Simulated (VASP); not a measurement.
# Ir in VASP: single point with r2SCAN

Aim: the single point of Ir with r2SCAN.

All numbers are computed with VASP 6.6.1; they aren't measurements. Logs are shortened: lines on timing, memory, paths and dates and some standing lists are left out, and cuts for length are marked.

## Step 1: The cell of the first run

The cell holds a slab with vacuum, 4 atoms: a = 2.718 Å, b = 2.718 Å, c = 23.658 Å, α = 90.00°, β = 90.00°, γ = 120.00°.

## Step 2: Single point, r2SCAN

Contents of POSCAR:

```
Ir
1.0
    2.7182312917      0.0000000000      0.0000000000
   -1.3591156459      2.3540573520      0.0000000000
    0.0000000000      0.0000000000     23.6582796676
Ir
4
Direct
    0.6666666667      0.3333333333      0.3592822521
    0.3333333333      0.6666666667      0.4530940840
    0.0000000000      0.0000000000      0.5452335064
    0.6666666667      0.3333333333      0.6372806647
```

Contents of INCAR.step1:

```
SYSTEM = Ir
PREC = Accurate ; ENCUT = 460
ISMEAR = 0 ; SIGMA = 0.1
LREAL = .FALSE. ; LASPH = .TRUE.
NELM = 120 ; LDIPOL = .TRUE.
IDIPOL = 3 ; DIPOL = 0.5 0.5 0.499
NBANDS = 42 ; GGA = PE
ALGO = Normal ; EDIFF = 1E-5
LWAVE = .TRUE. ; LCHARG = .FALSE.
GGA_COMPAT = .FALSE. ; NELMDL = -8
```

Contents of INCAR.step2:

```
SYSTEM = Ir
PREC = Accurate ; ENCUT = 460
EDIFF = 1E-6 ; ISMEAR = 0
SIGMA = 0.1 ; LREAL = .FALSE.
LASPH = .TRUE. ; NELM = 120
ALGO = Normal ; ISIF = 2
LWAVE = .FALSE. ; LCHARG = .FALSE.
LDIPOL = .TRUE. ; IDIPOL = 3
DIPOL = 0.5 0.5 0.499 ; METAGGA = R2SCAN
LMIXTAU = .TRUE. ; NBANDS = 42
ISTART = 1 ; GGA_COMPAT = .FALSE.
```

Contents of KPOINTS:

```
Automatic mesh
0
G
  12 12 1
  0 0 0
```

Potentials or basis: VASP PAW PBE potentials, release 64 (Ir_sv_GW).

On the command line:

```sh
> cat potpaw_PBE.64/Ir_sv_GW/POTCAR > POTCAR
> cp INCAR.step1 INCAR
> mpirun -np 1 vasp_std > vasp.out
> cp INCAR.step2 INCAR
> mpirun -np 1 vasp_std > vasp.out
```

OUTCAR:

```text
SYSTEM = Ir
   PREC = Accurate
   ENCUT = 460
   EDIFF = 1E-6
   ISMEAR = 0
   LREAL = .FALSE.
   LASPH = .TRUE.
   NELM = 120
   ISIF = 2
   METAGGA = R2SCAN
   ISTART = 1

 ion  position               nearest neighbor table
   1  0.667  0.333  0.359-   2 2.72   2 2.72   2 2.72
   2  0.333  0.667  0.453-   3 2.69   3 2.69   3 2.69   1 2.72   1 2.72   1 2.72
   3  0.000  0.000  0.545-   4 2.68   4 2.68   4 2.68   2 2.69   2 2.69   2 2.69
   4  0.667  0.333  0.637-   3 2.68   3 2.68   3 2.68

  LATTYP: Found a hexagonal cell.
 ALAT       =     2.7182312917
 C/A-ratio  =     8.7035565148

  Lattice vectors:

 A1 = (   2.7182312917,   0.0000000000,   0.0000000000)
 A2 = (  -1.3591156459,   2.3540573520,   0.0000000000)
 A3 = (   0.0000000000,   0.0000000000,  23.6582796676)

Analysis of symmetry for initial positions (statically):
=====================================================================
 Subroutine PRICEL returns:
 Original cell was already a primitive cell.

 Routine SETGRP: Setting up the symmetry group for a
 hexagonal supercell.

 Subroutine GETGRP returns: Found  6 space group operations
 (whereof  6 operations were pure point group operations)
 out of a pool of 24 trial point group operations.

The static configuration has the point symmetry C_3v.

Analysis of symmetry for dynamics (positions and initial velocities):
=====================================================================
 Subroutine PRICEL returns:
 Original cell was already a primitive cell.

 Routine SETGRP: Setting up the symmetry group for a
 hexagonal supercell.

 Subroutine GETGRP returns: Found  6 space group operations
 (whereof  6 operations were pure point group operations)
 out of a pool of 24 trial point group operations.

The dynamic configuration has the point symmetry C_3v.

 Subroutine INISYM returns: Found  6 space group operations
 (whereof  6 operations are pure point group operations),
 and found     1 'primitive' translations

----------------------------------------------------------------------------------------

                                     Primitive cell

  volume of cell :     151.3863

  direct lattice vectors                    reciprocal lattice vectors
     2.718231292  0.000000000  0.000000000     0.367886281  0.212399243  0.000000000
[... 89 lines left out ...]
   NFREE  =      0    steps in history (QN), initial steepest desc. (CG)
   ISIF   =      2    stress and relaxation
   ISYM   =      2    0-nonsym 1-usesym 2-fastsym
   POTIM  = 0.5000    time-step for ionic-motion
   TEBEG  =    0.0;   TEEND  =   0.0 temperature during run
   PSTRESS=    0.0 pullay stress
   NELECT =      68.0000    total number of electrons
   NUPDOWN=      -1.0000    fix difference up-down
   EMIN   =  10.00;   EMAX   =-10.00  energy-range for DOS
   EFERMI =   0.00;   METHOD = LEGACY
   ISMEAR =     0;   SIGMA  =   0.10  broadening in eV -4-tet -1-fermi 0-gaus
   EFERMI_NEDOS =   21; number of points for ismear=-14 and -15
   IALGO  =     38    algorithm
   IMIX   =      4    mixing-type and parameters
     AMIX     =   0.40;   BMIX     =  1.00
     AMIX_MAG =   1.60;   BMIX_MAG =  1.00
  volume/ion in A,a.u.               =      37.85       255.40
  Fermi-wavevector in a.u.,A,eV,Ry     =   1.253763  2.369269 21.387307  1.571923
  Thomas-Fermi vector in A             =   2.387601
   LORBIT       =      0    0 simple, 1 ext, 2 COOP (PROOUT), +10 PAW based schemes
   METAGGA = R2SCAN    functional components
   LHFCALC =     F    Hartree Fock is set to
   AEXX    =    0.0000 exact exchange contribution
   IVDW    =     0    specifies the selected vdW correction
   LEPSILON=     F    determine dielectric tensor
   LRPA    =     F    only Hartree local field effects (RPA)
 non-spin polarized calculation
 Gauss-broadening in eV      SIGMA  =   0.10
  energy-cutoff  :      460.00
  volume of cell :      151.39
 maximum number of plane-waves:      3416
 NGX is ok and might be reduce to    20
   NGX =  9   NGY =  9   NGZ = 83

 dipolmoment           0.000000      0.000000      0.002817 electrons x Angstroem

 number of electron      68.0000000 magnetization

 dipolmoment           0.000000      0.000000     -0.000906 electrons x Angstroem

 Free energy of the ion-electron system (eV)
  ---------------------------------------------------
  ext. energy  EPLUGINS =         0.00000000
  ---------------------------------------------------
  free energy    TOTEN  =      -209.64867877 eV

  energy without entropy =     -209.62675262  energy(sigma->0) =     -209.63771569

 E-fermi :   1.2763     XC(G=0):  -6.7010

 val. band max:        1.2256388197   @ k =   0.3333   0.0000   0.0000
 cond. band min:       1.3088516639   @ k =   0.2500   0.0000   0.0000
 fundamental gap:      0.0832128441
 Fermi energy:         1.2762767809

 k-point     1 :       0.0000    0.0000    0.0000
  band No.  band energies     occupation
      1     -93.8481      2.00000
      2     -93.7749      2.00000
      3     -93.1892      2.00000
      4     -93.1461      2.00000
      5     -50.4198      2.00000
      6     -49.9841      2.00000
[... 844 lines left out ...]
     41       9.2276      0.00000
     42       9.2519      0.00000

------------------------ aborting loop because EDIFF is reached ----------------------------------------

 vacuum level on the upper side and lower side of the slab       (xc-potential included)        -0.129        -0.112

  FORCE on cell =-STRESS in cart. coord.  units (eV):
  Direction    XX          YY          ZZ          XY          YZ          ZX
  --------------------------------------------------------------------------------------
  -------------------------------------------------------------------------------------
  Total       -5.2967597     -5.2967597     -2.0146340      0.0000000      0.0000000      0.0000000
  in kB      -56.0575668    -56.0575668    -21.3216172      0.0000000      0.0000000      0.0000000
  external PRESSURE =     -44.4789169 kB  Pullay stress =       0.0000000 kB

 VOLUME and BASIS-vectors are now :
 -----------------------------------------------------------------------------
  energy-cutoff  :      460.00
  volume of cell :      151.39
      direct lattice vectors                 reciprocal lattice vectors
     2.718231292  0.000000000  0.000000000     0.367886281  0.212399243  0.000000000
    -1.359115646  2.354057352  0.000000000     0.000000000  0.424798486  0.000000000
     0.000000000  0.000000000 23.658279668     0.000000000  0.000000000  0.042268500

 POSITION                                       TOTAL-FORCE (eV/Angst)
 -----------------------------------------------------------------------------------
      1.35912      0.78469      8.50000         0.000000     -0.000000      0.433497
     -0.00000      1.56937     10.71943        -0.000000      0.000000     -0.419226
      0.00000      0.00000     12.89929        -0.000000      0.000000     -0.010240
      1.35912      0.78469     15.07696         0.000000     -0.000000     -0.004030
 -----------------------------------------------------------------------------------
    total drift:                               -0.000001      0.000000     -0.000464

  FREE ENERGIE OF THE ION-ELECTRON SYSTEM (eV)
  ---------------------------------------------------
  free  energy   TOTEN  =      -209.6486787714 eV

  energy  without entropy=     -209.6267526178  energy(sigma->0) =     -209.63771569

 vacuum level on the upper side and lower side of the slab         6.644         6.660
```

OSZICAR.step1:

```text
N       E                     dE             d eps       ncg     rms          rms(c)
DAV:   1     0.699656087134E+03    0.69966E+03   -0.46193E+04  2220   0.141E+03
DAV:   2     0.436958694866E+01   -0.69529E+03   -0.67608E+03  1994   0.448E+02
DAV:   3    -0.397030858514E+02   -0.44073E+02   -0.42989E+02  1950   0.104E+02
DAV:   4    -0.407696593026E+02   -0.10666E+01   -0.10525E+01  2004   0.143E+01
[... 25 lines left out ...]
DAV:  30    -0.358666102206E+02    0.76533E-03   -0.43104E-04  1506   0.682E-02    0.218E-01
DAV:  31    -0.358662221939E+02    0.38803E-03   -0.29571E-04  1516   0.535E-02    0.144E-01
DAV:  32    -0.358661227737E+02    0.99420E-04   -0.13234E-04  1408   0.316E-02    0.101E-01
DAV:  33    -0.358661768864E+02   -0.54113E-04   -0.10677E-04  1478   0.278E-02    0.766E-02
DAV:  34    -0.358661833138E+02   -0.64274E-05   -0.27035E-05  1228   0.153E-02
   1 F= -.35866183E+02 E0= -.35854924E+02  d E =-.225181E-01
```

Wall time 28 min (1 thread of Intel Xeon Platinum 8259CL at 2.50GHz (Skylake/Cascade Lake), shared host); peak memory 0.3 GiB.

Results:

```
Free energy            : -209.6487 eV
Largest force          : 0.433 eV/Å
Band gap on the k mesh : zero (bands 34 and 35 overlap by 2.51 eV)
```

Forces on the atoms (eV/Å):
```
Ir   0.000  0.000  0.433
Ir   0.000  0.000 -0.419
Ir   0.000  0.000 -0.010
Ir   0.000  0.000 -0.004
```

Caveat: the PAW data sets were made with another functional, which shifts forces and pressure a little; spin-orbit coupling is left out, which moves the levels of the heavy elements.

The gap in the log of VASP goes by the Fermi energy; the results here count the filled bands.